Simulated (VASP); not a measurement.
A run of VASP 6.6.1 is set up as follows.

The input POSCAR:

```
TiO2
1.0
    4.5453495500      0.0000000000      0.0000000000
    0.0000000000      5.5196194400      0.0000000000
    0.0000000000      0.0000000000      4.9091968600
Ti O
4 8
Direct
    0.5000000000      0.6729909300      0.7500000000
    0.0000000000      0.8270090700      0.2500000000
    0.5000000000      0.3270090700      0.2500000000
    0.0000000000      0.1729909300      0.7500000000
    0.7285493800      0.6182753600      0.0813509200
    0.2285493800      0.8817246400      0.9186490800
    0.7714506200      0.8817246400      0.5813509200
    0.2714506200      0.6182753600      0.4186490800
    0.7285493800      0.3817246400      0.5813509200
    0.2285493800      0.1182753600      0.4186490800
    0.7714506200      0.1182753600      0.0813509200
    0.2714506200      0.3817246400      0.9186490800
```

The input INCAR.step1:

```
SYSTEM = TiO2
  PREC = Accurate
  ENCUT = 520
  ISMEAR = -1
  SIGMA = 0.02
  LREAL = .False.
  LASPH = .True.
  NELM = 100
  NBANDS = 60
  GGA = PE
  ALGO = Normal
  EDIFF = 1E-4
  LWAVE = .True.
  LCHARG = .False.
```

The input INCAR.step2:

```
SYSTEM = TiO2
  PREC = Accurate
  ENCUT = 520
  EDIFF = 1E-8
  ISMEAR = -1
  SIGMA = 0.02
  LREAL = .False.
  LASPH = .True.
  NELM = 100
  ALGO = Normal
  ISIF = 2
  LWAVE = .False.
  LCHARG = .False.
  METAGGA = R2SCAN
  LMIXTAU = .True.
  LEFG = .True.
  NBANDS = 60
  ISTART = 1
```

Contents of KPOINTS:

```
Automatic mesh
0
Gamma
  5 4 4
  0 0 0
```

Potentials or basis: VASP PAW PBE potentials, release 64 (Ti_sv, O).

The run is started by

```bash
$ cat potpaw_PBE.64/Ti_sv/POTCAR potpaw_PBE.64/O/POTCAR > POTCAR
$ cp INCAR.step1 INCAR
$ mpirun -np 1 vasp_std > vasp.out
$ cp INCAR.step2 INCAR
$ mpirun -np 1 vasp_std > vasp.out
```

(1) What does it give for the largest force?

(2) Estimate the pressure.

(3) Predict the band gap on the k mesh.

## Answers

(1) 0.009 eV/Å.

(2) 0.1 GPa.

(3) 3.01 eV, indirect (least direct gap 3.04 eV).

Caveat: without QUAD_EFG the Cq values of the log hold for a quadrupole moment of 1 mb, not for the nuclei; the PAW data sets were made with another functional, which shifts forces and pressure a little.
